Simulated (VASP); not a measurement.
# KF (Fm-3m) in VASP: a series of runs

The runs below take KF through single point, with PBEsol.

Everything below comes from runs of VASP 6.6.1. Logs are shortened: lines on timing, memory, paths and dates and some standing lists are left out, and cuts for length are marked.

### Step 1. The cell of the first run

Symmetry: Fm-3m, No. 225, cubic system. Conventional cell: a = 5.282 Å, b = 5.282 Å, c = 5.282 Å, α = 90.00°, β = 90.00°, γ = 90.00°. K (site symmetry m-3m) has 6 F at 2.64 Å within 3.5 Å. Within 3.5 Å of F (site symmetry m-3m) lie 6 K at 2.64 Å.

### Step 2. Single point, PBEsol

INCAR

```
SYSTEM = KF
PREC = Accurate
ENCUT = 520
EDIFF = 1E-6
ISMEAR = 0
SIGMA = 0.01
LREAL = .FALSE.
LASPH = .TRUE.
NELM = 60
ALGO = Normal
ISIF = 2
LWAVE = .FALSE.
LCHARG = .TRUE.
GGA = PS
LELF = .TRUE.
LVHAR = .TRUE.
NBANDS = 15
```

KPOINTS

```
Automatic mesh
0
G
  8 8 8
  0 0 0
```

POSCAR

```
KF
1.0
    0.0000000000      2.6409152924      2.6409152924
    2.6409152924      0.0000000000      2.6409152924
    2.6409152924      2.6409152924      0.0000000000
K F
1 1
Direct
    0.0000000000      0.0000000000      0.0000000000
    0.5000000000      0.5000000000      0.5000000000
```

Potentials or basis: VASP PAW PBE potentials, release 64 (K_sv, F).

Command:

```sh
$ cat potpaw_PBE.64/K_sv/POTCAR potpaw_PBE.64/F/POTCAR > POTCAR
$ mpirun -np 1 vasp_std > vasp.out
```

OUTCAR:

```text
SYSTEM = KF
   PREC = Accurate
   ENCUT = 520
   EDIFF = 1E-6
   ISMEAR = 0
   LREAL = .FALSE.
   LASPH = .TRUE.
   NELM = 60
   ISIF = 2
   GGA = PS

 ion  position               nearest neighbor table
   1  0.000  0.000  0.000-   2 2.64   2 2.64   2 2.64   2 2.64   2 2.64   2 2.64
   2  0.500  0.500  0.500-   1 2.64   1 2.64   1 2.64   1 2.64   1 2.64   1 2.64

  LATTYP: Found a face centered cubic cell.
 ALAT       =     5.2818305848

  Lattice vectors:

 A1 = (   0.0000000000,   2.6409152924,   2.6409152924)
 A2 = (   2.6409152924,   0.0000000000,   2.6409152924)
 A3 = (   2.6409152924,   2.6409152924,   0.0000000000)

Analysis of symmetry for initial positions (statically):
=====================================================================
 Subroutine PRICEL returns:
 Original cell was already a primitive cell.

 Routine SETGRP: Setting up the symmetry group for a
 face centered cubic supercell.

 Subroutine GETGRP returns: Found 48 space group operations
 (whereof 48 operations were pure point group operations)
 out of a pool of 48 trial point group operations.

The static configuration has the point symmetry O_h .

Analysis of symmetry for dynamics (positions and initial velocities):
=====================================================================
 Subroutine PRICEL returns:
 Original cell was already a primitive cell.

 Routine SETGRP: Setting up the symmetry group for a
 face centered cubic supercell.

 Subroutine GETGRP returns: Found 48 space group operations
 (whereof 48 operations were pure point group operations)
 out of a pool of 48 trial point group operations.

The dynamic configuration has the point symmetry O_h .

 Subroutine INISYM returns: Found 48 space group operations
 (whereof 48 operations are pure point group operations),
 and found     1 'primitive' translations

----------------------------------------------------------------------------------------

                                     Primitive cell

  volume of cell :      36.8378

  direct lattice vectors                    reciprocal lattice vectors
     0.000000000  2.640915292  2.640915292    -0.189328299  0.189328299  0.189328299
     2.640915292  0.000000000  2.640915292     0.189328299 -0.189328299  0.189328299
     2.640915292  2.640915292  0.000000000     0.189328299  0.189328299 -0.189328299

  length of vectors
     3.734818224  3.734818224  3.734818224     0.327926233  0.327926233  0.327926233

  position of ions in fractional coordinates (direct lattice)
     0.000000000  0.000000000  0.000000000
     0.500000000  0.500000000  0.500000000

  ion indices of the primitive-cell ions
   primitive index   ion index
                 1           1
                 2           2

----------------------------------------------------------------------------------------

 KPOINTS: Automatic mesh

Automatic generation of k-mesh.
 Grid dimensions read from file:
 generate k-points for:    8    8    8

 Generating k-lattice:

  Cartesian coordinates                     Fractional coordinates (reciprocal lattice)
    -0.023666037  0.023666037  0.023666037     0.125000000  0.000000000  0.000000000
     0.023666037 -0.023666037  0.023666037     0.000000000  0.125000000  0.000000000
     0.023666037  0.023666037 -0.023666037     0.000000000  0.000000000  0.125000000

  Length of vectors
     0.040990779  0.040990779  0.040990779

  Shift w.r.t. Gamma in fractional coordinates (k-lattice)
     0.000000000  0.000000000  0.000000000

 Subroutine IBZKPT returns following result:
 ===========================================

 Found     29 irreducible k-points:

 Following reciprocal coordinates:
            Coordinates               Weight
  0.000000  0.000000  0.000000      1.000000
  0.125000  0.000000  0.000000      8.000000
  0.250000  0.000000  0.000000      8.000000
  0.375000  0.000000  0.000000      8.000000
  0.500000  0.000000  0.000000      4.000000
  0.125000  0.125000  0.000000      6.000000
[... 16 lines left out ...]
  0.500000  0.250000  0.125000     48.000000
 -0.375000  0.250000  0.125000     24.000000
 [... further k-points ...]
   k-points           NKPTS =     29   k-points in BZ     NKDIM =     29   number of bands    NBANDS=     15
   number of dos      NEDOS =    301   number of ions     NIONS =      2
   total plane-waves  NPLWV =  21952
   dimension x,y,z NGX =    28 NGY =   28 NGZ =   28
   dimension x,y,z NGXF=    56 NGYF=   56 NGZF=   56
   ions per type =               1   1
   NGX,Y,Z   is equivalent  to a cutoff of  12.46, 12.46, 12.46 a.u.
   NGXF,Y,Z  is equivalent  to a cutoff of  24.93, 24.93, 24.93 a.u.
 SYSTEM =  KF
   PREC   = accura    normal or accurate (medium, high low for compatibility)
   ISTART =      0    job   : 0-new  1-cont  2-samecut
   ICHARG =      2    charge: 1-file 2-atom 10-const
   ISPIN  =      1    spin polarized calculation?
   LNONCOLLINEAR =      F non collinear calculations
   LSORBIT =      F    spin-orbit coupling
   LASPH  =      T    aspherical Exc in radial PAW
   ENCUT  =  520.0 eV  38.22 Ry    6.18 a.u.   6.94  6.94  6.94*2*pi/ulx,y,z
   NELM   =     60;   NELMIN=  2; NELMDL= -5     # of ELM steps
   EDIFF  = 0.1E-05   stopping-criterion for ELM
   LREAL  =      F    real-space projection
   EDIFFG = 0.1E-04   stopping-criterion for IOM
   NSW    =      0    number of steps for IOM
   IBRION =     -1    ionic relax: 0-MD 1-quasi-New 2-CG
   NFREE  =      0    steps in history (QN), initial steepest desc. (CG)
   ISIF   =      2    stress and relaxation
   ISYM   =      2    0-nonsym 1-usesym 2-fastsym
   POTIM  = 0.5000    time-step for ionic-motion
   TEBEG  =    0.0;   TEEND  =   0.0 temperature during run
   PSTRESS=    0.0 pullay stress
   NELECT =      16.0000    total number of electrons
   NUPDOWN=      -1.0000    fix difference up-down
   EMIN   =  10.00;   EMAX   =-10.00  energy-range for DOS
   EFERMI =   0.00;   METHOD = LEGACY
   ISMEAR =     0;   SIGMA  =   0.01  broadening in eV -4-tet -1-fermi 0-gaus
   EFERMI_NEDOS =   21; number of points for ismear=-14 and -15
   IALGO  =     38    algorithm
   IMIX   =      4    mixing-type and parameters
     AMIX     =   0.40;   BMIX     =  1.00
     AMIX_MAG =   1.60;   BMIX_MAG =  1.00
  volume/ion in A,a.u.               =      18.42       124.30
  Fermi-wavevector in a.u.,A,eV,Ry     =   1.239796  2.342875 20.913447  1.537095
  Thomas-Fermi vector in A             =   2.374264
   LORBIT       =      0    0 simple, 1 ext, 2 COOP (PROOUT), +10 PAW based schemes
   GGA     = PS    functional components
   LHFCALC =     F    Hartree Fock is set to
   AEXX    =    0.0000 exact exchange contribution
   IVDW    =     0    specifies the selected vdW correction
   LEPSILON=     F    determine dielectric tensor
   LRPA    =     F    only Hartree local field effects (RPA)
 non-spin polarized calculation
 Gauss-broadening in eV      SIGMA  =   0.01
  energy-cutoff  :      520.00
  volume of cell :       36.84
 maximum number of plane-waves:      1002
   NGX = 13   NGY = 13   NGZ = 13

 number of electron      16.0000016 magnetization

 Free energy of the ion-electron system (eV)
  ---------------------------------------------------
  ext. energy  EPLUGINS =         0.00000000
  ---------------------------------------------------
  free energy    TOTEN  =        -8.51838431 eV

  energy without entropy =       -8.51838431  energy(sigma->0) =       -8.51838431

 E-fermi :  -2.7230     XC(G=0):  -8.7790

 val. band max:       -2.8149473799   @ k =   0.0000   0.0000   0.0000
 cond. band min:       3.3912625875   @ k =   0.0000   0.0000   0.0000
 fundamental gap:      6.2062099675
 Fermi energy:        -2.7230494302

 k-point     1 :       0.0000    0.0000    0.0000
  band No.  band energies     occupation
      1     -28.6846      2.00000
      2     -21.3620      2.00000
      3     -11.9683      2.00000
      4     -11.9683      2.00000
      5     -11.9683      2.00000
      6      -2.8150      2.00000
      7      -2.8149      2.00000
      8      -2.8149      2.00000
      9       3.3913      0.00000
     10       7.9109      0.00000
     11       7.9109      0.00000
     12       7.9109      0.00000
     13       9.6349      0.00000
     14       9.6349      0.00000
     15      14.1199      0.00000

 k-point     2 :       0.1250    0.0000    0.0000
  band No.  band energies     occupation
      1     -28.6678      2.00000
      2     -21.3781      2.00000
      3     -12.0133      2.00000
      4     -11.9741      2.00000
      5     -11.9741      2.00000
      6      -2.9670      2.00000
      7      -2.8738      2.00000
      8      -2.8738      2.00000
      9       3.8416      0.00000
     10       7.6467      0.00000
     11       8.1316      0.00000
     12       8.1316      0.00000
     13       9.7926      0.00000
     14       9.7926      0.00000
     15      14.9191      0.00000

 k-point     3 :       0.2500    0.0000    0.0000
  band No.  band energies     occupation
      1     -28.6271      2.00000
      2     -21.4175      2.00000
      3     -12.1208      2.00000
      4     -11.9881      2.00000
      5     -11.9881      2.00000
      6      -3.2877      2.00000
      7      -3.0124      2.00000
      8      -3.0124      2.00000
      9       4.9521      0.00000
     10       7.2961      0.00000
     11       8.6811      0.00000
     12       8.6811      0.00000
     13      10.2757      0.00000
     14      10.2757      0.00000
     15      16.0791      0.00000
[... 343 lines left out ...]
 k-point    23 :       0.5000    0.2500    0.1250
  band No.  band energies     occupation
      1     -28.5675      2.00000
      2     -21.4399      2.00000
      3     -12.2797      2.00000
      4     -12.1978      2.00000
      5     -12.0399      2.00000
      6      -3.4167      2.00000
      7      -3.1423      2.00000
      8      -2.9781      2.00000
      9       6.4567      0.00000
     10       6.8742      0.00000
     11       9.0706      0.00000
     12       9.9078      0.00000
     13      10.8850      0.00000
     14      11.8976      0.00000
     15      13.7041      0.00000

 k-point    24 :      -0.3750    0.2500    0.1250
  band No.  band energies     occupation
      1     -28.5543      2.00000
      2     -21.4466      2.00000
      3     -12.3302      2.00000
      4     -12.2172      2.00000
      5     -12.0479      2.00000
      6      -3.4239      2.00000
      7      -3.1158      2.00000
      8      -3.0843      2.00000
      9       6.6190      0.00000
     10       7.3295      0.00000
     11       9.0137      0.00000
     12      10.0725      0.00000
     13      11.3893      0.00000
     14      12.4718      0.00000
     15      12.7612      0.00000

 [... further k-points ...]

------------------------ aborting loop because EDIFF is reached ----------------------------------------

  FORCE on cell =-STRESS in cart. coord.  units (eV):
  Direction    XX          YY          ZZ          XY          YZ          ZX
  --------------------------------------------------------------------------------------
  -------------------------------------------------------------------------------------
  Total        0.1271197      0.1271197      0.1271197      0.0000000     -0.0000000     -0.0000000
  in kB        5.5287882      5.5287882      5.5287882      0.0000000     -0.0000000     -0.0000000
  external PRESSURE =       5.5287882 kB  Pullay stress =       0.0000000 kB

 VOLUME and BASIS-vectors are now :
 -----------------------------------------------------------------------------
  energy-cutoff  :      520.00
  volume of cell :       36.84
      direct lattice vectors                 reciprocal lattice vectors
     0.000000000  2.640915292  2.640915292    -0.189328299  0.189328299  0.189328299
     2.640915292  0.000000000  2.640915292     0.189328299 -0.189328299  0.189328299
     2.640915292  2.640915292  0.000000000     0.189328299  0.189328299 -0.189328299

 POSITION                                       TOTAL-FORCE (eV/Angst)
 -----------------------------------------------------------------------------------
      0.00000      0.00000      0.00000         0.000000      0.000000      0.000000
      2.64092      2.64092      2.64092        -0.000000     -0.000000     -0.000000
 -----------------------------------------------------------------------------------
    total drift:                                0.000000      0.000000      0.000000

  FREE ENERGIE OF THE ION-ELECTRON SYSTEM (eV)
  ---------------------------------------------------
  free  energy   TOTEN  =        -8.5183843077 eV

  energy  without entropy=       -8.5183843077  energy(sigma->0) =       -8.51838431
```

Wall time 14 s (1 thread of Intel Xeon Platinum 8488C (Sapphire Rapids), shared host); peak memory 0.15 GiB.

What came out:

| Item | Value |
| --- | --- |
| Free energy | -8.5184 eV |
| Pressure | 0.6 GPa |
| Band gap on the k mesh | 6.21 eV |

Caveat: the PAW data sets were made with another functional, which shifts forces and pressure a little.

### Step 3. Single point, PBEsol

This run uses another cell than the first one, of 18.70 Å³/atom.

INCAR

```
PREC = Accurate ; ENCUT = 520
EDIFF = 1E-6 ; ISMEAR = 0
SIGMA = 0.01 ; LREAL = F
LASPH = T ; NELM = 80
ALGO = Normal ; ISIF = 2
LWAVE = F ; LCHARG = F
GGA = PS ; NBANDS = 15
```

KPOINTS

```
regular mesh
0
Gamma
  8 8 8
```

POSCAR

```
KF
1.0
    0.0000000000      2.6541862235      2.6541862235
    2.6541862235      0.0000000000      2.6541862235
    2.6541862235      2.6541862235      0.0000000000
K F
1 1
Direct
    0.0000000000      0.0000000000      0.0000000000
    0.5000000000      0.5000000000      0.5000000000
```

Potentials or basis: VASP PAW PBE potentials, release 64 (K_sv, F).

Command:

```sh
$ cat potpaw_PBE.64/K_sv/POTCAR potpaw_PBE.64/F/POTCAR > POTCAR
$ mpirun -np 1 vasp_std > vasp.out
```

Run time: 13 s. Hardware: 1 thread of Intel Xeon Platinum 8488C (Sapphire Rapids), shared host; peak memory 0.16 GiB.

Results (log left out):

```yaml
Free_energy: -8.5201 eV
Pressure: 0.0 GPa
Band_gap_on_the_k_mesh: 6.13 eV
```

Levels at points of the mesh, in eV from the valence-band top:
```csv
k point,band 5,band 6,band 7,band 8,band 9,band 10,band 11,band 12
"(0.00, 0.00, 0.00)",-9.21,0.00,0.00,0.00,6.13,10.69,10.69,10.69
"(0.50, 0.00, 0.00)",-9.24,-0.84,-0.37,-0.37,9.05,10.60,12.14,12.14
"(0.50, 0.50, 0.00)",-9.44,-0.20,-0.05,-0.05,8.11,10.34,11.81,13.71
```

Caveat: the PAW data sets were made with another functional, which shifts forces and pressure a little.
